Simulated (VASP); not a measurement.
# AlN (F-43m) in VASP: notebook

AlN is run at these levels: PBEsol+D3(BJ); tasks: single point.

Everything below comes from runs of VASP 6.6.1. Logs are shortened: lines on timing, memory, paths and dates and some standing lists are left out, and cuts for length are marked.

## (1) The cell of the first run

Symmetry: F-43m, No. 216, cubic system. Conventional cell: a = 4.356 Å, b = 4.356 Å, c = 4.356 Å, α = 90.00°, β = 90.00°, γ = 90.00°. Al (site symmetry -43m) has 4 N at 1.89 Å within 2.5 Å. N (site symmetry -43m) has 4 Al at 1.89 Å within 2.5 Å.

## (2) Single point, PBEsol+D3(BJ)

INCAR reads:

```
PREC = Accurate
ENCUT = 520
EDIFF = 1E-6
ISMEAR = 0
SIGMA = 0.01
LREAL = False
LASPH = True
NELM = 100
ALGO = Normal
ISIF = 2
LWAVE = False
LCHARG = False
GGA = PS
IVDW = 12
NBANDS = 11
```

KPOINTS reads:

```
regular mesh
0
Gamma
  10 10 10
```

POSCAR reads:

```
AlN
1.0
    0.0000000000      2.1780376771      2.1780376771
    2.1780376771      0.0000000000      2.1780376771
    2.1780376771      2.1780376771      0.0000000000
Al N
1 1
Direct
    0.0000000000      0.0000000000      0.0000000000
    0.7500000000      0.7500000000      0.7500000000
```

Potentials or basis: VASP PAW PBE potentials, release 64 (Al, N).

On the command line:

```
$ cat potpaw_PBE.64/Al/POTCAR potpaw_PBE.64/N/POTCAR > POTCAR
$ mpirun -np 1 vasp_std > vasp.out
```

OUTCAR:

```text
PREC = Accurate
   ENCUT = 520
   EDIFF = 1E-6
   ISMEAR = 0
   LREAL = False
   LASPH = True
   NELM = 100
   ISIF = 2
   GGA = PS
   IVDW = 12
 IVDW          = 12

 ion  position               nearest neighbor table
   1  0.000  0.000  0.000-   2 1.89   2 1.89   2 1.89   2 1.89
   2  0.750  0.750  0.750-   1 1.89   1 1.89   1 1.89   1 1.89

  LATTYP: Found a face centered cubic cell.
 ALAT       =     4.3560753542

  Lattice vectors:

 A1 = (   0.0000000000,   2.1780376771,   2.1780376771)
 A2 = (   2.1780376771,   0.0000000000,   2.1780376771)
 A3 = (   2.1780376771,   2.1780376771,   0.0000000000)

Analysis of symmetry for initial positions (statically):
=====================================================================
 Subroutine PRICEL returns:
 Original cell was already a primitive cell.

 Routine SETGRP: Setting up the symmetry group for a
 face centered cubic supercell.

 Subroutine GETGRP returns: Found 24 space group operations
 (whereof 24 operations were pure point group operations)
 out of a pool of 48 trial point group operations.

The static configuration has the point symmetry T_d .

Analysis of symmetry for dynamics (positions and initial velocities):
=====================================================================
 Subroutine PRICEL returns:
 Original cell was already a primitive cell.

 Routine SETGRP: Setting up the symmetry group for a
 face centered cubic supercell.

 Subroutine GETGRP returns: Found 24 space group operations
 (whereof 24 operations were pure point group operations)
 out of a pool of 48 trial point group operations.

The dynamic configuration has the point symmetry T_d .

 Subroutine INISYM returns: Found 24 space group operations
 (whereof 24 operations are pure point group operations),
 and found     1 'primitive' translations

----------------------------------------------------------------------------------------

                                     Primitive cell

  volume of cell :      20.6646

  direct lattice vectors                    reciprocal lattice vectors
     0.000000000  2.178037677  2.178037677    -0.229564440  0.229564440  0.229564440
     2.178037677  0.000000000  2.178037677     0.229564440 -0.229564440  0.229564440
     2.178037677  2.178037677  0.000000000     0.229564440  0.229564440 -0.229564440

  length of vectors
     3.080210422  3.080210422  3.080210422     0.397617274  0.397617274  0.397617274

  position of ions in fractional coordinates (direct lattice)
     0.000000000  0.000000000  0.000000000
     0.750000000  0.750000000  0.750000000

[... 85 lines left out ...]
   TEBEG  =    0.0;   TEEND  =   0.0 temperature during run
   PSTRESS=    0.0 pullay stress
   NELECT =       8.0000    total number of electrons
   NUPDOWN=      -1.0000    fix difference up-down
   EMIN   =  10.00;   EMAX   =-10.00  energy-range for DOS
   EFERMI =   0.00;   METHOD = LEGACY
   ISMEAR =     0;   SIGMA  =   0.01  broadening in eV -4-tet -1-fermi 0-gaus
   EFERMI_NEDOS =   21; number of points for ismear=-14 and -15
   IALGO  =     38    algorithm
   IMIX   =      4    mixing-type and parameters
     AMIX     =   0.40;   BMIX     =  1.00
     AMIX_MAG =   1.60;   BMIX_MAG =  1.00
  volume/ion in A,a.u.               =      10.33        69.73
  Fermi-wavevector in a.u.,A,eV,Ry     =   1.193153  2.254732 19.369443  1.423614
  Thomas-Fermi vector in A             =   2.329174
   LORBIT       =      0    0 simple, 1 ext, 2 COOP (PROOUT), +10 PAW based schemes
   GGA     = PS    functional components
   LHFCALC =     F    Hartree Fock is set to
   AEXX    =    0.0000 exact exchange contribution
   IVDW    =    12    specifies the selected vdW correction
   LEPSILON=     F    determine dielectric tensor
   LRPA    =     F    only Hartree local field effects (RPA)
 non-spin polarized calculation
 Gauss-broadening in eV      SIGMA  =   0.01
  energy-cutoff  :      520.00
  volume of cell :       20.66
 maximum number of plane-waves:       568
   NGX = 11   NGY = 11   NGZ = 11

 number of electron       7.9999999 magnetization

 Free energy of the ion-electron system (eV)
  ---------------------------------------------------
  ext. energy  EPLUGINS =         0.00000000
  ---------------------------------------------------
  free energy    TOTEN  =       -15.60829983 eV

  energy without entropy =      -15.60829983  energy(sigma->0) =      -15.60829983

 E-fermi :   6.0170     XC(G=0): -11.1651

 val. band max:        5.9557906150   @ k =   0.0000   0.0000   0.0000
 cond. band min:       9.1463853853   @ k =   0.5000   0.5000   0.0000
 fundamental gap:      3.1905947703
 Fermi energy:         6.0170151637

 k-point     1 :       0.0000    0.0000    0.0000
  band No.  band energies     occupation
      1      -9.0504      2.00000
      2       5.9558      2.00000
      3       5.9558      2.00000
      4       5.9558      2.00000
      5      10.1609      0.00000
      6      18.5050      0.00000
      7      18.5050      0.00000
      8      18.5050      0.00000
      9      23.6083      0.00000
     10      23.6083      0.00000
     11      24.9770      0.00000
[... 309 lines left out ...]
 k-point    24 :       0.4000    0.3000    0.0000
  band No.  band energies     occupation
      1      -6.9902      2.00000
      2       1.7579      2.00000
      3       4.2272      2.00000
      4       4.5334      2.00000
      5      10.7727      0.00000
      6      15.4170      0.00000
      7      18.2289      0.00000
      8      20.5326      0.00000
      9      21.0472      0.00000
     10      27.2470      0.00000
     11      29.5572      0.00000

 [... further k-points ...]

------------------------ aborting loop because EDIFF is reached ----------------------------------------

 Edisp (eV)   -0.45593

 E8    (eV) :    -0.2808

  FORCE on cell =-STRESS in cart. coord.  units (eV):
  Direction    XX          YY          ZZ          XY          YZ          ZX
  --------------------------------------------------------------------------------------
  -------------------------------------------------------------------------------------
  Total      -0.07009    -0.07009    -0.07009     0.00000    -0.00000     0.00000
  in kB      -5.43465    -5.43465    -5.43465     0.00000    -0.00000     0.00000
  external pressure =       -5.43 kB  Pullay stress =        0.00 kB

 VOLUME and BASIS-vectors are now :
 -----------------------------------------------------------------------------
  energy-cutoff  :      520.00
  volume of cell :       20.66
      direct lattice vectors                 reciprocal lattice vectors
     0.000000000  2.178037677  2.178037677    -0.229564440  0.229564440  0.229564440
     2.178037677  0.000000000  2.178037677     0.229564440 -0.229564440  0.229564440
     2.178037677  2.178037677  0.000000000     0.229564440  0.229564440 -0.229564440

 POSITION                                       TOTAL-FORCE (eV/Angst)
 -----------------------------------------------------------------------------------
      0.00000      0.00000      0.00000         0.000000      0.000000      0.000000
      3.26706      3.26706      3.26706        -0.000000     -0.000000     -0.000000
 -----------------------------------------------------------------------------------
    total drift:                               -0.000000     -0.000000     -0.000000

  FREE ENERGIE OF THE ION-ELECTRON SYSTEM (eV)
  ---------------------------------------------------
  free  energy   TOTEN  =       -16.0642283499 eV

  energy  without entropy=      -16.0642283499  energy(sigma->0) =      -16.06422835
```

OSZICAR:

```text
N       E                     dE             d eps       ncg     rms          rms(c)
DAV:   1     0.998186717800E+01    0.99819E+01   -0.39786E+03  1066   0.616E+02
DAV:   2    -0.169929850731E+02   -0.26975E+02   -0.25958E+02  1255   0.137E+02
DAV:   3    -0.178522501854E+02   -0.85927E+00   -0.85797E+00  1259   0.229E+01
DAV:   4    -0.178568932671E+02   -0.46431E-02   -0.46428E-02  1196   0.185E+00
DAV:   5    -0.178569500959E+02   -0.56829E-04   -0.56829E-04  1262   0.195E-01    0.833E+00
DAV:   6    -0.156504837464E+02    0.22065E+01   -0.10800E+01  1215   0.163E+01    0.286E+00
DAV:   7    -0.156266176615E+02    0.23866E-01   -0.15546E-01  1154   0.304E+00    0.203E+00
DAV:   8    -0.156094949992E+02    0.17123E-01   -0.27005E-02  1157   0.153E+00    0.554E-01
DAV:   9    -0.156082855633E+02    0.12094E-02   -0.34523E-03  1232   0.360E-01    0.231E-01
DAV:  10    -0.156082973994E+02   -0.11836E-04   -0.25763E-04  1148   0.107E-01    0.124E-02
DAV:  11    -0.156082998876E+02   -0.24882E-05   -0.21805E-06  1253   0.125E-02    0.146E-02
DAV:  12    -0.156082998327E+02    0.54835E-07   -0.21103E-07   652   0.382E-03
   1 F= -.16064228E+02 E0= -.16064228E+02  d E =-.889351E-21
```

stdout:

```text
POSCAR found type information on POSCAR AlN
 POSCAR found :  2 types and       2 ions
 scaLAPACK will be used
 -----------------------------------------------------------------------------
|                                                                             |
|                                                                             |
|     You enforced a specific xc type in the INCAR file but a different       |
|     I HOPE YOU KNOW WHAT YOU ARE DOING!                                     |
|                                                                             |
 -----------------------------------------------------------------------------

 LDA part: xc-table for (Slater+PW92), standard interpolation
 POSCAR, INCAR and KPOINTS ok, starting setup
 FFT: planning ... GRIDC
 FFT: planning ... GRID_SOFT
 FFT: planning ... GRID
 WAVECAR not read
 entering main loop
```

Run time: 3.4 s. Hardware: 1 thread of Intel Xeon 6975P-C (Granite Rapids), shared host; peak memory 0.14 GiB.

What came out:

- Free energy: -16.0642 eV
- Pressure: -0.5 GPa
- Band gap on the k mesh: 3.19 eV, indirect (least direct gap 4.21 eV)
- Dispersion energy per atom: -0.228 eV

Levels at points of the mesh, in eV from the valence-band top:
| k point | band 2 | band 3 | band 4 | band 5 | band 6 | band 7 |
| --- | --- | --- | --- | --- | --- | --- |
| (0.00, 0.00, 0.00) | 0.00 | 0.00 | 0.00 | 4.21 | 12.55 | 12.55 |
| (0.50, 0.00, 0.00) | -5.95 | -0.48 | -0.48 | 7.36 | 9.82 | 11.09 |
| (0.50, 0.50, 0.00) | -4.97 | -1.80 | -1.80 | 3.19 | 8.53 | 13.99 |

Caveat: three body term missing; the PAW data sets were made with another functional, which shifts forces and pressure a little. A k mesh can miss the band edges.

[end of part 1 of 2]
